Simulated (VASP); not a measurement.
# NaCl (Fm-3m) in VASP: a series of runs

Runs on NaCl. Level: PBE. Tasks: single point.

All numbers are computed with VASP 6.6.1; they aren't measurements. Logs are shortened: lines on timing, memory, paths and dates and some standing lists are left out, and cuts for length are marked.

**1. The cell of the first run**

It takes space group Fm-3m (No. 225, cubic). Conventional cell: a = 5.633 Å, b = 5.633 Å, c = 5.633 Å, α = 90.00°, β = 90.00°, γ = 90.00°. Within 3.7 Å of Na (site symmetry m-3m) lie 6 Cl at 2.82 Å. Within 3.7 Å of Cl (site symmetry m-3m) lie 6 Na at 2.82 Å.

**2. Single point, PBE**

File INCAR:

```
PREC = Accurate
ENCUT = 520
EDIFF = 1E-6
ISMEAR = 0
SIGMA = 0.05
LREAL = False
LASPH = True
NELM = 100
ALGO = Normal
ISIF = 2
LWAVE = False
LCHARG = True
GGA = PE
LELF = True
LVHAR = True
NBANDS = 14
```

File KPOINTS:

```
Automatic mesh
0
Gamma
  6 6 6
```

File POSCAR:

```
NaCl
1.0
    0.0000000000      2.8165076682      2.8165076682
    2.8165076682      0.0000000000      2.8165076682
    2.8165076682      2.8165076682      0.0000000000
Na Cl
1 1
Direct
    0.0000000000      0.0000000000      0.0000000000
    0.5000000000      0.5000000000      0.5000000000
```

Potentials or basis: VASP PAW PBE potentials, release 64 (Na_pv, Cl).

The run is started by

```
> cat potpaw_PBE.64/Na_pv/POTCAR potpaw_PBE.64/Cl/POTCAR > POTCAR
> mpirun -np 1 vasp_std > vasp.out
```

OUTCAR:

```text
PREC = Accurate
   ENCUT = 520
   EDIFF = 1E-6
   ISMEAR = 0
   LREAL = False
   LASPH = True
   NELM = 100
   ISIF = 2
   GGA = PE

 ion  position               nearest neighbor table
   1  0.000  0.000  0.000-
   2  0.500  0.500  0.500-

  LATTYP: Found a face centered cubic cell.
 ALAT       =     5.6330153364

  Lattice vectors:

 A1 = (   0.0000000000,   2.8165076682,   2.8165076682)
 A2 = (   2.8165076682,   0.0000000000,   2.8165076682)
 A3 = (   2.8165076682,   2.8165076682,   0.0000000000)

Analysis of symmetry for initial positions (statically):
=====================================================================
 Subroutine PRICEL returns:
 Original cell was already a primitive cell.

 Routine SETGRP: Setting up the symmetry group for a
 face centered cubic supercell.

 Subroutine GETGRP returns: Found 48 space group operations
 (whereof 48 operations were pure point group operations)
 out of a pool of 48 trial point group operations.

The static configuration has the point symmetry O_h .

Analysis of symmetry for dynamics (positions and initial velocities):
=====================================================================
 Subroutine PRICEL returns:
 Original cell was already a primitive cell.

 Routine SETGRP: Setting up the symmetry group for a
 face centered cubic supercell.

 Subroutine GETGRP returns: Found 48 space group operations
 (whereof 48 operations were pure point group operations)
 out of a pool of 48 trial point group operations.

The dynamic configuration has the point symmetry O_h .

 Subroutine INISYM returns: Found 48 space group operations
 (whereof 48 operations are pure point group operations),
 and found     1 'primitive' translations

----------------------------------------------------------------------------------------

                                     Primitive cell

  volume of cell :      44.6851

  direct lattice vectors                    reciprocal lattice vectors
     0.000000000  2.816507668  2.816507668    -0.177524814  0.177524814  0.177524814
     2.816507668  0.000000000  2.816507668     0.177524814 -0.177524814  0.177524814
     2.816507668  2.816507668  0.000000000     0.177524814  0.177524814 -0.177524814

  length of vectors
     3.983143343  3.983143343  3.983143343     0.307481997  0.307481997  0.307481997

  position of ions in fractional coordinates (direct lattice)
     0.000000000  0.000000000  0.000000000
     0.500000000  0.500000000  0.500000000

  ion indices of the primitive-cell ions
   primitive index   ion index
                 1           1
                 2           2

----------------------------------------------------------------------------------------

 KPOINTS: Automatic mesh

Automatic generation of k-mesh.
 Grid dimensions read from file:
 generate k-points for:    6    6    6

 Generating k-lattice:

  Cartesian coordinates                     Fractional coordinates (reciprocal lattice)
    -0.029587469  0.029587469  0.029587469     0.166666667  0.000000000  0.000000000
     0.029587469 -0.029587469  0.029587469     0.000000000  0.166666667  0.000000000
     0.029587469  0.029587469 -0.029587469     0.000000000  0.000000000  0.166666667

  Length of vectors
     0.051247000  0.051247000  0.051247000

  Shift w.r.t. Gamma in fractional coordinates (k-lattice)
     0.000000000  0.000000000  0.000000000

 Subroutine IBZKPT returns following result:
 ===========================================

 Found     16 irreducible k-points:

 Following reciprocal coordinates:
            Coordinates               Weight
  0.000000  0.000000  0.000000      1.000000
  0.166667  0.000000  0.000000      8.000000
  0.333333  0.000000  0.000000      8.000000
  0.500000  0.000000  0.000000      4.000000
  0.166667  0.166667  0.000000      6.000000
  0.333333  0.166667  0.000000     24.000000
[... 8 lines left out ...]
 -0.333333  0.333333  0.166667     24.000000
 -0.333333  0.500000  0.166667     12.000000
   k-points           NKPTS =     16   k-points in BZ     NKDIM =     16   number of bands    NBANDS=     14
   number of dos      NEDOS =    301   number of ions     NIONS =      2
   total plane-waves  NPLWV =  27000
   dimension x,y,z NGX =    30 NGY =   30 NGZ =   30
   dimension x,y,z NGXF=    60 NGYF=   60 NGZF=   60
   ions per type =               1   1
   NGX,Y,Z   is equivalent  to a cutoff of  12.52, 12.52, 12.52 a.u.
   NGXF,Y,Z  is equivalent  to a cutoff of  25.04, 25.04, 25.04 a.u.
 SYSTEM =  unknown system
   PREC   = accura    normal or accurate (medium, high low for compatibility)
   ISTART =      0    job   : 0-new  1-cont  2-samecut
   ICHARG =      2    charge: 1-file 2-atom 10-const
   ISPIN  =      1    spin polarized calculation?
   LNONCOLLINEAR =      F non collinear calculations
   LSORBIT =      F    spin-orbit coupling
   LASPH  =      T    aspherical Exc in radial PAW
   ENCUT  =  520.0 eV  38.22 Ry    6.18 a.u.   7.41  7.41  7.41*2*pi/ulx,y,z
   NELM   =    100;   NELMIN=  2; NELMDL= -5     # of ELM steps
   EDIFF  = 0.1E-05   stopping-criterion for ELM
   LREAL  =      F    real-space projection
   EDIFFG = 0.1E-04   stopping-criterion for IOM
   NSW    =      0    number of steps for IOM
   IBRION =     -1    ionic relax: 0-MD 1-quasi-New 2-CG
   NFREE  =      0    steps in history (QN), initial steepest desc. (CG)
   ISIF   =      2    stress and relaxation
   ISYM   =      2    0-nonsym 1-usesym 2-fastsym
   POTIM  = 0.5000    time-step for ionic-motion
   TEBEG  =    0.0;   TEEND  =   0.0 temperature during run
   PSTRESS=    0.0 pullay stress
   NELECT =      14.0000    total number of electrons
   NUPDOWN=      -1.0000    fix difference up-down
   EMIN   =  10.00;   EMAX   =-10.00  energy-range for DOS
   EFERMI =   0.00;   METHOD = LEGACY
   ISMEAR =     0;   SIGMA  =   0.05  broadening in eV -4-tet -1-fermi 0-gaus
   EFERMI_NEDOS =   21; number of points for ismear=-14 and -15
   IALGO  =     38    algorithm
   IMIX   =      4    mixing-type and parameters
     AMIX     =   0.40;   BMIX     =  1.00
     AMIX_MAG =   1.60;   BMIX_MAG =  1.00
  volume/ion in A,a.u.               =      22.34       150.77
  Fermi-wavevector in a.u.,A,eV,Ry     =   1.111894  2.101174 16.820984  1.236307
  Thomas-Fermi vector in A             =   2.248462
   LORBIT       =      0    0 simple, 1 ext, 2 COOP (PROOUT), +10 PAW based schemes
   GGA     = PE    functional components
   LHFCALC =     F    Hartree Fock is set to
   AEXX    =    0.0000 exact exchange contribution
   IVDW    =     0    specifies the selected vdW correction
   LEPSILON=     F    determine dielectric tensor
   LRPA    =     F    only Hartree local field effects (RPA)
 non-spin polarized calculation
 Gauss-broadening in eV      SIGMA  =   0.05
  energy-cutoff  :      520.00
  volume of cell :       44.69
 maximum number of plane-waves:      1243
 NGX is ok and might be reduce to    30
   NGX = 15   NGY = 15   NGZ = 15

 number of electron      13.9999998 magnetization

 Free energy of the ion-electron system (eV)
  ---------------------------------------------------
  ext. energy  EPLUGINS =         0.00000000
  ---------------------------------------------------
  free energy    TOTEN  =        -6.77383302 eV

  energy without entropy =       -6.77383302  energy(sigma->0) =       -6.77383302

 E-fermi :  -0.3856     XC(G=0):  -8.1822

 val. band max:       -0.7102432313   @ k =   0.0000   0.0000   0.0000
 cond. band min:       4.4112241052   @ k =   0.0000   0.0000   0.0000
 fundamental gap:      5.1214673365
 Fermi energy:        -0.3856328139

 k-point     1 :       0.0000    0.0000    0.0000
  band No.  band energies     occupation
      1     -21.5216      2.00000
      2     -21.5216      2.00000
      3     -21.5216      2.00000
      4     -13.3773      2.00000
      5      -0.7102      2.00000
      6      -0.7102      2.00000
      7      -0.7102      2.00000
      8       4.4112      0.00000
      9      10.4143      0.00000
     10      10.4143      0.00000
     11      10.4143      0.00000
     12      12.5797      0.00000
     13      12.5797      0.00000
     14      14.1919      0.00000

 k-point     2 :       0.1667    0.0000    0.0000
  band No.  band energies     occupation
      1     -21.5291      2.00000
      2     -21.5221      2.00000
      3     -21.5221      2.00000
      4     -13.2958      2.00000
      5      -1.3137      2.00000
      6      -0.7797      2.00000
      7      -0.7797      2.00000
      8       5.2263      0.00000
      9       9.6255      0.00000
     10      10.6973      0.00000
     11      10.6973      0.00000
     12      12.2578      0.00000
     13      12.2578      0.00000
     14      15.2696      0.00000

 k-point     3 :       0.3333    0.0000    0.0000
  band No.  band energies     occupation
      1     -21.5439      2.00000
      2     -21.5232      2.00000
      3     -21.5232      2.00000
      4     -13.1256      2.00000
      5      -2.2488      2.00000
      6      -0.9123      2.00000
      7      -0.9123      2.00000
      8       6.3501      0.00000
      9       9.3908      0.00000
     10      10.5053      0.00000
     11      10.5053      0.00000
     12      13.3514      0.00000
     13      13.3514      0.00000
     14      14.5482      0.00000
[... 188 lines left out ...]
 k-point    15 :      -0.3333    0.3333    0.1667
  band No.  band energies     occupation
      1     -21.5417      2.00000
      2     -21.5328      2.00000
      3     -21.5278      2.00000
      4     -12.9882      2.00000
      5      -2.1862      2.00000
      6      -1.6964      2.00000
      7      -1.2445      2.00000
      8       8.2150      0.00000
      9       8.4569      0.00000
     10       9.2808      0.00000
     11      11.1771      0.00000
     12      13.5416      0.00000
     13      14.9573      0.00000
     14      15.9715      0.00000

 k-point    16 :      -0.3333    0.5000    0.1667
  band No.  band energies     occupation
      1     -21.5389      2.00000
      2     -21.5328      2.00000
      3     -21.5314      2.00000
      4     -12.9760      2.00000
      5      -2.1508      2.00000
      6      -1.6242      2.00000
      7      -1.4287      2.00000
      8       7.6890      0.00000
      9       8.1907      0.00000
     10       9.8155      0.00000
     11      11.3801      0.00000
     12      14.5165      0.00000
     13      15.5390      0.00000
     14      15.6565      0.00000

------------------------ aborting loop because EDIFF is reached ----------------------------------------

  FORCE on cell =-STRESS in cart. coord.  units (eV):
  Direction    XX          YY          ZZ          XY          YZ          ZX
  --------------------------------------------------------------------------------------
  -------------------------------------------------------------------------------------
  Total        0.2301160      0.2301160      0.2301160      0.0000000      0.0000000      0.0000000
  in kB        8.2507725      8.2507725      8.2507725      0.0000000      0.0000000      0.0000000
  external PRESSURE =       8.2507725 kB  Pullay stress =       0.0000000 kB

 VOLUME and BASIS-vectors are now :
 -----------------------------------------------------------------------------
  energy-cutoff  :      520.00
  volume of cell :       44.69
      direct lattice vectors                 reciprocal lattice vectors
     0.000000000  2.816507668  2.816507668    -0.177524814  0.177524814  0.177524814
     2.816507668  0.000000000  2.816507668     0.177524814 -0.177524814  0.177524814
     2.816507668  2.816507668  0.000000000     0.177524814  0.177524814 -0.177524814

 POSITION                                       TOTAL-FORCE (eV/Angst)
 -----------------------------------------------------------------------------------
      0.00000      0.00000      0.00000         0.000000     -0.000000      0.000000
      2.81651      2.81651      2.81651         0.000000      0.000000      0.000000
 -----------------------------------------------------------------------------------
    total drift:                               -0.000000      0.000000      0.000000

  FREE ENERGIE OF THE ION-ELECTRON SYSTEM (eV)
  ---------------------------------------------------
  free  energy   TOTEN  =        -6.7738330209 eV

  energy  without entropy=       -6.7738330209  energy(sigma->0) =       -6.77383302
```

It took 5.3 s on 1 thread of Intel Xeon 6975P-C (Granite Rapids), shared host; peak memory 0.16 GiB.

Results:

* Free energy: -6.7738 eV
* Pressure: 0.8 GPa
* Band gap on the k mesh: 5.12 eV, direct

**3. Single point, PBE**

This run uses another cell than the first one, of 23.10 Å³/atom, 1.034 times its volume.

File INCAR:

```
SYSTEM = NaCl
PREC = Accurate
ENCUT = 520
EDIFF = 1E-6
ISMEAR = 0
SIGMA = 0.05
LREAL = .FALSE.
LASPH = .TRUE.
NELM = 80
ALGO = Normal
ISIF = 2
LWAVE = .FALSE.
LCHARG = .FALSE.
GGA = PE
NBANDS = 14
```

File KPOINTS:

```
regular mesh
0
G
  6 6 6
  0 0 0
```

File POSCAR:

```
NaCl
1.0
    0.0000000000      2.8479327392      2.8479327392
    2.8479327392      0.0000000000      2.8479327392
    2.8479327392      2.8479327392      0.0000000000
Na Cl
1 1
Direct
    0.0000000000      0.0000000000      0.0000000000
    0.5000000000      0.5000000000      0.5000000000
```

Potentials or basis: VASP PAW PBE potentials, release 64 (Na_pv, Cl).

The run is started by

```
> cat potpaw_PBE.64/Na_pv/POTCAR potpaw_PBE.64/Cl/POTCAR > POTCAR
> mpirun -np 1 vasp_std > vasp.out
```

Run time: 4.9 s. Hardware: 1 thread of Intel Xeon 6975P-C (Granite Rapids), shared host; peak memory 0.15 GiB.

Results (log left out):

```
Free energy            : -6.7779 eV
Pressure               : 0.0 GPa
Band gap on the k mesh : 5.00 eV, direct
```

Levels at points of the mesh, in eV from the valence-band top:
| k point | band 3 | band 4 | band 5 | band 6 | band 7 | band 8 | band 9 | band 10 | band 11 | band 12 |
| --- | --- | --- | --- | --- | --- | --- | --- | --- | --- | --- |
| (0.00, 0.00, 0.00) | -20.88 | -12.59 | 0.00 | 0.00 | 0.00 | 5.00 | 11.09 | 11.09 | 11.09 | 13.21 |
| (0.50, 0.00, 0.00) | -20.88 | -12.29 | -1.84 | -0.25 | -0.25 | 7.22 | 10.38 | 10.90 | 10.90 | 14.79 |
| (0.50, 0.50, 0.00) | -20.88 | -12.24 | -1.58 | -0.57 | -0.57 | 7.45 | 8.10 | 11.11 | 14.51 | 14.51 |
